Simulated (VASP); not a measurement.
# Sr (Im-3m) in VASP: further runs

Runs on Sr. Level: r2SCAN. Tasks: single point.

All numbers are computed with VASP 6.6.1; they aren't measurements. Logs are shortened: lines on timing, memory, paths and dates and some standing lists are left out, and cuts for length are marked.

### Step 1. The cell of the first run

The structure is cubic, space group Im-3m (No. 229). Conventional cell: a = 4.829 Å, b = 4.829 Å, c = 4.829 Å, α = 90.00°, β = 90.00°, γ = 90.00°. Within 5.5 Å of Sr (site symmetry m-3m) lie 14 Sr at 4.18 to 4.83 Å.

This isn't the form of Sr at room conditions, which is fcc.

### Step 2. Single point, r2SCAN

File POSCAR:

```
Sr
1.0
   -2.4147147952      2.4147147952      2.4147147952
    2.4147147952     -2.4147147952      2.4147147952
    2.4147147952      2.4147147952     -2.4147147952
Sr
1
Direct
    0.0000000000      0.0000000000      0.0000000000
```

File INCAR.step1:

```
PREC = Accurate
ENCUT = 520
ISMEAR = -1
SIGMA = 0.1
LREAL = False
LASPH = True
NELM = 80
NBANDS = 11
GGA = PE
ALGO = Normal
EDIFF = 1E-4
LWAVE = True
LCHARG = False
```

File INCAR.step2:

```
PREC = Accurate
ENCUT = 520
EDIFF = 1E-6
ISMEAR = -1
SIGMA = 0.1
LREAL = False
LASPH = True
NELM = 80
ALGO = Normal
ISIF = 2
LWAVE = False
LCHARG = True
METAGGA = R2SCAN
LMIXTAU = True
LELF = True
LVHAR = True
NBANDS = 11
ISTART = 1
```

File KPOINTS:

```
Automatic mesh
0
Gamma
  9 9 9
```

Potentials or basis: VASP PAW PBE potentials, release 64 (Sr_sv).

Launch:

```
$ cat potpaw_PBE.64/Sr_sv/POTCAR > POTCAR
$ cp INCAR.step1 INCAR
$ mpirun -np 1 vasp_std > vasp.out
$ cp INCAR.step2 INCAR
$ mpirun -np 1 vasp_std > vasp.out
```

OUTCAR:

```text
PREC = Accurate
   ENCUT = 520
   EDIFF = 1E-6
   ISMEAR = -1
   LREAL = False
   LASPH = True
   NELM = 80
   ISIF = 2
   METAGGA = R2SCAN
   ISTART = 1

 ion  position               nearest neighbor table
   1  0.000  0.000  0.000-

  LATTYP: Found a body centered cubic cell.
 ALAT       =     4.8294295904

  Lattice vectors:

 A1 = (  -2.4147147952,   2.4147147952,   2.4147147952)
 A2 = (   2.4147147952,  -2.4147147952,   2.4147147952)
 A3 = (   2.4147147952,   2.4147147952,  -2.4147147952)

Analysis of symmetry for initial positions (statically):
=====================================================================
 Subroutine PRICEL returns:
 Original cell was already a primitive cell.

 Routine SETGRP: Setting up the symmetry group for a
 body centered cubic supercell.

 Subroutine GETGRP returns: Found 48 space group operations
 (whereof 48 operations were pure point group operations)
 out of a pool of 48 trial point group operations.

The static configuration has the point symmetry O_h .

Analysis of symmetry for dynamics (positions and initial velocities):
=====================================================================
 Subroutine PRICEL returns:
 Original cell was already a primitive cell.

 Routine SETGRP: Setting up the symmetry group for a
 body centered cubic supercell.

 Subroutine GETGRP returns: Found 48 space group operations
 (whereof 48 operations were pure point group operations)
 out of a pool of 48 trial point group operations.

The dynamic configuration has the point symmetry O_h .

 Subroutine INISYM returns: Found 48 space group operations
 (whereof 48 operations are pure point group operations),
 and found     1 'primitive' translations

----------------------------------------------------------------------------------------

                                     Primitive cell

  volume of cell :      56.3193

  direct lattice vectors                    reciprocal lattice vectors
    -2.414714795  2.414714795  2.414714795     0.000000000  0.207063791  0.207063791
     2.414714795 -2.414714795  2.414714795     0.207063791  0.000000000  0.207063791
     2.414714795  2.414714795 -2.414714795     0.207063791  0.207063791  0.000000000

  length of vectors
     4.182408711  4.182408711  4.182408711     0.292832422  0.292832422  0.292832422

  position of ions in fractional coordinates (direct lattice)
     0.000000000  0.000000000  0.000000000

  ion indices of the primitive-cell ions
   primitive index   ion index
                 1           1

----------------------------------------------------------------------------------------

 KPOINTS: Automatic mesh

Automatic generation of k-mesh.
 Grid dimensions read from file:
 generate k-points for:    9    9    9

 Generating k-lattice:

  Cartesian coordinates                     Fractional coordinates (reciprocal lattice)
     0.000000000  0.023007088  0.023007088     0.111111111  0.000000000  0.000000000
     0.023007088  0.000000000  0.023007088     0.000000000  0.111111111  0.000000000
     0.023007088  0.023007088  0.000000000     0.000000000  0.000000000  0.111111111

  Length of vectors
     0.032536936  0.032536936  0.032536936

  Shift w.r.t. Gamma in fractional coordinates (k-lattice)
     0.000000000  0.000000000  0.000000000

 Subroutine IBZKPT returns following result:
 ===========================================

 Found     35 irreducible k-points:

 Following reciprocal coordinates:
            Coordinates               Weight
  0.000000  0.000000  0.000000      1.000000
  0.111111  0.000000  0.000000     12.000000
  0.222222  0.000000  0.000000     12.000000
  0.333333  0.000000  0.000000     12.000000
  0.444444  0.000000  0.000000     12.000000
  0.111111  0.111111  0.000000     24.000000
[... 16 lines left out ...]
 -0.333333  0.444444  0.111111     48.000000
 -0.444444 -0.444444  0.111111     24.000000
 [... further k-points ...]
   k-points           NKPTS =     35   k-points in BZ     NKDIM =     35   number of bands    NBANDS=     11
   number of dos      NEDOS =    301   number of ions     NIONS =      1
   total plane-waves  NPLWV =  32768
   dimension x,y,z NGX =    32 NGY =   32 NGZ =   32
   dimension x,y,z NGXF=    64 NGYF=   64 NGZF=   64
   ions per type =               1
   NGX,Y,Z   is equivalent  to a cutoff of  12.72, 12.72, 12.72 a.u.
   NGXF,Y,Z  is equivalent  to a cutoff of  25.44, 25.44, 25.44 a.u.
 SYSTEM =  unknown system
   PREC   = accura    normal or accurate (medium, high low for compatibility)
   ISTART =      1    job   : 0-new  1-cont  2-samecut
   ICHARG =      0    charge: 1-file 2-atom 10-const
   ISPIN  =      1    spin polarized calculation?
   LNONCOLLINEAR =      F non collinear calculations
   LSORBIT =      F    spin-orbit coupling
   LASPH  =      T    aspherical Exc in radial PAW
   ENCUT  =  520.0 eV  38.22 Ry    6.18 a.u.   7.78  7.78  7.78*2*pi/ulx,y,z
   NELM   =     80;   NELMIN=  2; NELMDL=  0     # of ELM steps
   EDIFF  = 0.1E-05   stopping-criterion for ELM
   LREAL  =      F    real-space projection
   EDIFFG = 0.1E-04   stopping-criterion for IOM
   NSW    =      0    number of steps for IOM
   IBRION =     -1    ionic relax: 0-MD 1-quasi-New 2-CG
   NFREE  =      0    steps in history (QN), initial steepest desc. (CG)
   ISIF   =      2    stress and relaxation
   ISYM   =      2    0-nonsym 1-usesym 2-fastsym
   POTIM  = 0.5000    time-step for ionic-motion
   TEBEG  =    0.0;   TEEND  =   0.0 temperature during run
   PSTRESS=    0.0 pullay stress
   NELECT =      10.0000    total number of electrons
   NUPDOWN=      -1.0000    fix difference up-down
   EMIN   =  10.00;   EMAX   =-10.00  energy-range for DOS
   EFERMI =   0.00;   METHOD = LEGACY
   ISMEAR =    -1;   SIGMA  =   0.10  broadening in eV -4-tet -1-fermi 0-gaus
   EFERMI_NEDOS =   21; number of points for ismear=-14 and -15
   IALGO  =     38    algorithm
   IMIX   =      4    mixing-type and parameters
     AMIX     =   0.40;   BMIX     =  1.00
     AMIX_MAG =   1.60;   BMIX_MAG =  1.00
  volume/ion in A,a.u.               =      56.32       380.06
  Fermi-wavevector in a.u.,A,eV,Ry     =   0.920144  1.738819 11.519569  0.846664
  Thomas-Fermi vector in A             =   2.045416
   LORBIT       =      0    0 simple, 1 ext, 2 COOP (PROOUT), +10 PAW based schemes
   METAGGA = R2SCAN    functional components
   LHFCALC =     F    Hartree Fock is set to
   AEXX    =    0.0000 exact exchange contribution
   IVDW    =     0    specifies the selected vdW correction
   LEPSILON=     F    determine dielectric tensor
   LRPA    =     F    only Hartree local field effects (RPA)
 non-spin polarized calculation
  energy-cutoff  :      520.00
  volume of cell :       56.32
 maximum number of plane-waves:      1532
   NGX = 15   NGY = 15   NGZ = 15

 number of electron      10.0000000 magnetization

 Free energy of the ion-electron system (eV)
  ---------------------------------------------------
  ext. energy  EPLUGINS =         0.00000000
  ---------------------------------------------------
  free energy    TOTEN  =       -15.11252328 eV

  energy without entropy =      -15.06328825  energy(sigma->0) =      -15.08790576

 E-fermi :   1.5302     XC(G=0):  -7.7093

 val. band max:        1.5073546646   @ k =   0.3333   0.2222   0.1111
 cond. band min:       1.5358106860   @ k =  -0.4444  -0.4444   0.3333
 fundamental gap:      0.0284560214
 Fermi energy:         1.5301922026

 k-point     1 :       0.0000    0.0000    0.0000
  band No.  band energies     occupation
      1     -36.5396      2.00000
      2     -17.8018      2.00000
      3     -17.8018      2.00000
      4     -17.8018      2.00000
      5      -2.2613      2.00000
      6       4.2478      0.00000
      7       4.2478      0.00000
      8       4.2478      0.00000
      9       5.5741      0.00000
     10       5.5741      0.00000
     11      10.0040      0.00000

 k-point     2 :       0.1111    0.0000    0.0000
  band No.  band energies     occupation
      1     -36.5379      2.00000
      2     -17.8245      2.00000
      3     -17.8091      2.00000
      4     -17.8018      2.00000
      5      -2.0460      2.00000
      6       4.0503      0.00000
      7       4.0711      0.00000
      8       4.4530      0.00000
      9       5.3306      0.00000
     10       5.5606      0.00000
     11      10.2027      0.00000

 k-point     3 :       0.2222    0.0000    0.0000
  band No.  band energies     occupation
      1     -36.5335      2.00000
      2     -17.8812      2.00000
      3     -17.8275      2.00000
      4     -17.8018      2.00000
      5      -1.4346      2.00000
      6       3.3831      0.00000
      7       3.6309      0.00000
      8       5.0532      0.00000
      9       5.2915      0.00000
     10       5.5916      0.00000
     11       9.9989      0.00000

 k-point     4 :       0.3333    0.0000    0.0000
  band No.  band energies     occupation
      1     -36.5286      2.00000
      2     -17.9444      2.00000
      3     -17.8483      2.00000
      4     -17.8019      2.00000
      5      -0.5384      2.00000
      6       2.5405      0.00008
      7       3.2440      0.00000
      8       5.4545      0.00000
      9       5.7659      0.00000
     10       5.9914      0.00000
     11       8.8325      0.00000

 k-point     5 :       0.4444    0.0000    0.0000
  band No.  band energies     occupation
      1     -36.5253      2.00000
      2     -17.9849      2.00000
      3     -17.8618      2.00000
      4     -17.8020      2.00000
      5       0.3846      1.99998
      6       1.8069      0.11826
      7       3.0255      0.00000
      8       5.4468      0.00000
      9       6.0314      0.00000
     10       7.0515      0.00000
     11       8.0546      0.00000
[... 211 lines left out ...]
 k-point    21 :      -0.2222    0.3333    0.1111
  band No.  band energies     occupation
      1     -36.5276      2.00000
      2     -17.9195      2.00000
      3     -17.8576      2.00000
      4     -17.8303      2.00000
      5      -0.5121      2.00000
      6       2.8391      0.00000
      7       3.5015      0.00000
      8       4.4634      0.00000
      9       5.5694      0.00000
     10       6.0217      0.00000
     11       8.7511      0.00000

 k-point    22 :      -0.4444    0.4444    0.1111
  band No.  band energies     occupation
      1     -36.5240      2.00000
      2     -17.9787      2.00000
      3     -17.8702      2.00000
      4     -17.8181      2.00000
      5       0.5697      1.99987
      6       1.8003      0.12577
      7       3.1984      0.00000
      8       4.7533      0.00000
      9       6.0159      0.00000
     10       6.9926      0.00000
     11       8.0148      0.00000

 k-point    23 :      -0.3333    0.4444    0.1111
  band No.  band energies     occupation
      1     -36.5237      2.00000
      2     -17.9565      2.00000
      3     -17.8817      2.00000
      4     -17.8316      2.00000
      5       0.4065      1.99997
      6       2.1565      0.00380
      7       3.1717      0.00000
      8       4.6748      0.00000
      9       5.7342      0.00000
     10       6.5969      0.00000
     11       8.0812      0.00000

 k-point    24 :      -0.4444   -0.4444    0.1111
  band No.  band energies     occupation
      1     -36.5222      2.00000
      2     -17.9712      2.00000
      3     -17.8917      2.00000
      4     -17.8314      2.00000
      5       1.1429      1.95926
      6       1.5878      0.71973
      7       3.0070      0.00000
      8       4.6445      0.00000
      9       5.9270      0.00000
     10       7.3691      0.00000
     11       7.4258      0.00000

 [... further k-points ...]

------------------------ aborting loop because EDIFF is reached ----------------------------------------

  FORCE on cell =-STRESS in cart. coord.  units (eV):
  Direction    XX          YY          ZZ          XY          YZ          ZX
  --------------------------------------------------------------------------------------
  -------------------------------------------------------------------------------------
  Total       -0.0064834     -0.0064834     -0.0064834     -0.0000000      0.0000000     -0.0000000
  in kB       -0.1844414     -0.1844414     -0.1844414     -0.0000000      0.0000000     -0.0000000
  external PRESSURE =      -0.1844414 kB  Pullay stress =       0.0000000 kB

 VOLUME and BASIS-vectors are now :
 -----------------------------------------------------------------------------
  energy-cutoff  :      520.00
  volume of cell :       56.32
      direct lattice vectors                 reciprocal lattice vectors
    -2.414714795  2.414714795  2.414714795     0.000000000  0.207063791  0.207063791
     2.414714795 -2.414714795  2.414714795     0.207063791  0.000000000  0.207063791
     2.414714795  2.414714795 -2.414714795     0.207063791  0.207063791  0.000000000

 POSITION                                       TOTAL-FORCE (eV/Angst)
 -----------------------------------------------------------------------------------
      0.00000      0.00000      0.00000         0.000000      0.000000      0.000000
 -----------------------------------------------------------------------------------
    total drift:                                0.000000      0.000000     -0.000000

  FREE ENERGIE OF THE ION-ELECTRON SYSTEM (eV)
  ---------------------------------------------------
  free  energy   TOTEN  =       -15.1125232781 eV

  energy  without entropy=      -15.0632882482  energy(sigma->0) =      -15.08790576
```

Run time: 66 s. Hardware: 1 thread of Intel Xeon 8259CL, shared host; peak memory 0.19 GiB.

Results:

```yaml
Free_energy: -15.1125 eV
Pressure: 0.0 GPa
Band_gap_on_the_k_mesh: zero (bands 5 and 6 overlap by 0.21 eV)
```

Levels at points of the mesh, in eV from the Fermi level:
```tsv
k point	band 2	band 3	band 4	band 5	band 6	band 7	band 8	band 9
(0.00, 0.00, 0.00)	-19.33	-19.33	-19.33	-3.79	2.72	2.72	2.72	4.04
```

Caveat: the PAW data sets were made with another functional, which shifts forces and pressure a little.

### Step 3. Single point, r2SCAN (49.56 Å³/atom)

This run uses another cell than the first one, of 49.56 Å³/atom.

File POSCAR:

```
Sr
1.0
   -2.3139824838      2.3139824838      2.3139824838
    2.3139824838     -2.3139824838      2.3139824838
    2.3139824838      2.3139824838     -2.3139824838
Sr
1
Direct
    0.0000000000      0.0000000000      0.0000000000
```

File INCAR.step1:

```
SYSTEM = Sr
ALGO     = Normal         ! electronic algorithm
EDIFF    = 1E-4           ! SCF threshold, eV
ENCUT    = 520            ! plane-wave cutoff, eV
GGA      = PE             ! functional
ISMEAR   = -1             ! smearing method
LASPH    = .TRUE.         ! aspherical terms in the spheres
LCHARG   = .FALSE.        ! write CHGCAR
LREAL    = .FALSE.        ! projectors in reciprocal space
LWAVE    = .TRUE.         ! write WAVECAR
NBANDS   = 11             ! bands
NELM     = 100            ! most SCF steps
PREC     = Accurate       ! precision mode
SIGMA    = 0.1            ! smearing width, eV
```

File INCAR.step2:

```
SYSTEM = Sr
ALGO     = Normal         ! electronic algorithm
EDIFF    = 1E-6           ! SCF threshold, eV
ENCUT    = 520            ! plane-wave cutoff, eV
ISIF     = 2              ! what is computed and relaxed
ISMEAR   = -1             ! smearing method
ISTART   = 1            
LASPH    = .TRUE.         ! aspherical terms in the spheres
LCHARG   = .FALSE.        ! write CHGCAR
LMIXTAU  = .TRUE.       
LREAL    = .FALSE.        ! projectors in reciprocal space
LWAVE    = .FALSE.        ! write WAVECAR
METAGGA  = R2SCAN         ! meta-GGA
NBANDS   = 11             ! bands
NELM     = 100            ! most SCF steps
PREC     = Accurate       ! precision mode
SIGMA    = 0.1            ! smearing width, eV
```

File KPOINTS:

```
k-points
0
G
  10 10 10
  0 0 0
```

Potentials or basis: VASP PAW PBE potentials, release 64 (Sr_sv).

Launch:

```
$ cat potpaw_PBE.64/Sr_sv/POTCAR > POTCAR
$ cp INCAR.step1 INCAR
$ mpirun -np 1 vasp_std > vasp.out
$ cp INCAR.step2 INCAR
$ mpirun -np 1 vasp_std > vasp.out
```

Run time: 2.7 min. Hardware: 1 thread of Intel Xeon 8259CL, shared host; peak memory 0.18 GiB.

Results (log left out):

```yaml
Free_energy: -15.0807 eV
Pressure: 1.7 GPa
Band_gap_on_the_k_mesh: zero (bands 5 and 6 overlap by 0.61 eV)
```

Levels at points of the mesh, in eV from the Fermi level:
```
           k point  band 1  band 2  band 3  band 4  band 5  band 6  band 7  band 8  band 9  band 10
(0.00, 0.00, 0.00)  -37.78  -19.02  -19.02  -19.02   -3.95    2.91    2.91    2.91    4.37     4.37
(0.50, 0.00, 0.00)  -37.76  -19.31  -19.11  -19.02   -0.99    0.34    1.50    4.28    4.98     6.39
(0.50, 0.50, 0.50)  -37.74  -19.22  -19.22  -19.22   -0.25   -0.25    4.40    4.40    4.40     5.92
```

Caveat: the PAW data sets were made with another functional, which shifts forces and pressure a little.

The gap in the log of VASP goes by the Fermi energy; the results here count the filled bands.